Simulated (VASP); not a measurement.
Si2Ge3:

```
CELL_PARAMETERS angstrom
3.59499 0.00000 0.00000
0.00000 3.59499 0.00000
0.00000 0.00000 6.77153
ATOMIC_POSITIONS crystal
Si 0.00000 0.00000 0.50000
Si 0.50000 0.50000 0.00000
Ge 0.00000 0.00000 0.00000
Ge 0.00000 0.50000 0.00000
Ge 0.50000 0.00000 0.00000
```

```yaml
Program: VASP 6.6.1
Task: relaxation of cell and atoms
Functional: PBE
Potentials_or_basis: VASP PAW PBE potentials, release 64 (Si, Ge_d)
Cutoff: 600 eV
k_mesh: 6 × 6 × 4
Occupations: gaussian, width 0.1 eV
Spin: no spin polarisation
```

At the start: pressure 184.9 GPa; volume 17.50 Å³/atom.

**Question.** Where does the relaxation end?

**Answer.** Over 18 steps the energy falls by 7758.7 meV/atom and the volume is 25.84 Å³/atom (+47.7 %); space group P4/mmm (No. 123, to 0.05 Å).

Step by step:
```csv
step,energy change (eV),largest force (eV/Å),pressure (GPa),volume (Å³)
1,0.0000,0.0000,184.88,87.51
2,177.9437,0.0000,-201.92,520.85
3,-32.4372,0.0000,27.39,127.87
4,-34.6661,0.0000,15.49,137.92
5,-36.5681,0.0000,2.89,156.65
6,-19.8259,0.0000,-34.31,313.28
7,-36.8963,0.0000,-0.53,166.70
8,-36.9528,0.0000,-2.05,172.52
9,-36.9534,0.0000,-2.53,174.51
10,-37.4401,0.0000,-2.76,164.09
11,-38.3278,0.0000,-2.56,146.33
12,-37.6987,0.0000,8.29,110.48
13,-38.7585,0.0000,-1.25,134.14
14,-38.7828,0.0000,0.06,128.76
15,-38.7914,0.0000,-0.50,130.70
16,-38.7902,0.0000,-0.25,129.82
17,-38.7912,0.0000,0.48,128.73
18,-38.7934,0.0000,0.13,129.22
```

Final structure:
```
Si Ge
1.0
     5.09557    0.00000    0.00000
     0.00000    5.09557    0.00000
     0.00000    0.00000    4.97681
Si Ge
2 3
Cartesian
  5.0956 0.0000 2.4884
  2.5478 2.5478 4.9768
  5.0956 0.0000 0.0000
  0.0000 2.5478 0.0000
  2.5478 0.0000 0.0000
```

Caveat: the volume moved by over 15 % at a fixed basis, so the end points are rough.
